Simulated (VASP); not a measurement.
Wanted: the native input for a VASP 6.6.1 run.

* Task: single point
* Functional: PBE
* Potentials or basis: VASP PAW PBE potentials, release 64 (Cu)
* Cutoff: 600 eV
* k mesh: 4 × 4 × 4
* Occupations: fermi-dirac, width 0.15 eV
* Spin: no spin polarisation
* Dipole correction: no
* Further INCAR settings: ALGO = Normal; EDIFF = 1e-06; NBANDS = 18

The structure of Cu lies in POSCAR:

```
Cu
1.0
    2.8500000000      0.0000000000      0.0000000000
    0.0000000000      2.8500000000      0.0000000000
    0.0000000000      0.0000000000      2.8500000000
Cu
2
Direct
    0.0000000000      0.0000000000      0.0000000000
    0.4600000000      0.4600000000      0.4600000000
```

One way to write it, as run:

INCAR

```
PREC     = Accurate       # precision mode
ENCUT    = 600            # plane-wave cutoff, eV
EDIFF    = 1E-6           # SCF threshold, eV
ISMEAR   = -1             # smearing method
SIGMA    = 0.15           # smearing width, eV
LREAL    = F              # projectors in reciprocal space
LASPH    = T              # aspherical terms in the spheres
NELM     = 120            # most SCF steps
ALGO     = Normal         # electronic algorithm
ISIF     = 2              # what is computed and relaxed
LWAVE    = F              # write WAVECAR
LCHARG   = F              # write CHGCAR
GGA      = PE             # functional
NBANDS   = 18             # bands
GGA_COMPAT= F
```

KPOINTS

```
regular mesh
0
Gamma
  4 4 4
```

Potentials or basis: VASP PAW PBE potentials, release 64 (Cu).

Command:

```bash
$ cat potpaw_PBE.64/Cu/POTCAR > POTCAR
$ mpirun -np 1 vasp_std > vasp.out
```

Results of the run:

* Pressure: 8.1 GPa
* Largest force: 1.613 eV/Å
* Band gap on the k mesh: zero (band 11 reaches 13.42 eV, above the bottom of band 12 at 6.64 eV)

Caveat: the k points lie up to 0.55 Å⁻¹ apart; forces of over 1 eV/Å act on the atoms, so gaps and moduli don't describe the material at rest.

Run time: 6.9 s on 1 thread of Intel Xeon 6975P-C (shared host), peak memory 0.13 GiB.
